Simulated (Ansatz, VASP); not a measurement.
# One calculation of In, two programs

Contents of INCAR:

```
PREC = Accurate
ENCUT = 520
EDIFF = 1E-6
ISMEAR = -1
SIGMA = 0.05
LREAL = False
LASPH = True
NELM = 80
ALGO = Fast
ISIF = 2
LWAVE = False
LCHARG = True
GGA = PS
LELF = True
LVHAR = True
NBANDS = 12
```

The input KPOINTS:

```
regular mesh
0
Gamma
  9 9 9
```

File POSCAR:

```
In
1.0
   -1.6904888000      1.6904888000      2.4737000000
    1.6904888000     -1.6904888000      2.4737000000
    1.6904888000      1.6904888000     -2.4737000000
In
1
Direct
    0.0000000000      0.0000000000      0.0000000000
```

Contents of input.yaml:

```yaml
crystal:
  lattice:
    - [-1.6904888, 1.6904888, 2.4737]
    - [1.6904888, -1.6904888, 2.4737]
    - [1.6904888, 1.6904888, -2.4737]
  atoms:
    - { symbol: In, position: [0.0, 0.0, 0.0] }
hamiltonian:
  xc: pbesol
  pseudopotentials: { kind: paw }
kpoints:
  mp_grid: { grid: [9, 9, 9] }
scf:
  occupations: { method: fermi_dirac, width: 0.05 }
output:
  forces: true
  stress: true
  eigenvalues: true
  write_density: true
  write_potential: true
  elf: true
  volumetric_format: npy
```

Alike in both runs: task single point; functional PBEsol; k mesh 9 × 9 × 9; occupations fermi-dirac, width 0.05 eV; no spin polarisation.

```csv
,VASP,Ansatz
version,VASP 6.6.1,Ansatz 0.2.0
potentials or method,"VASP PAW PBE potentials, release 64 (In_d)",Ansatz PAW
plane-wave cutoff (eV),520,420
valence electrons in the cell,13,13
```

|  | VASP | Ansatz | Ansatz less VASP |
| --- | --- | --- | --- |
| gap on the k mesh at the Fermi level (eV) | none | none | - |
| pressure (GPa) | -3.2 | -3.2 | +0.06 |
| traceless stress, the component that is largest in VASP (GPa) | 0.39 | 0.39 | +0.002 |

VASP's potentials were made for PBE, not for PBEsol. A gap of «none» marks a metal or a gap that the smearing closes.
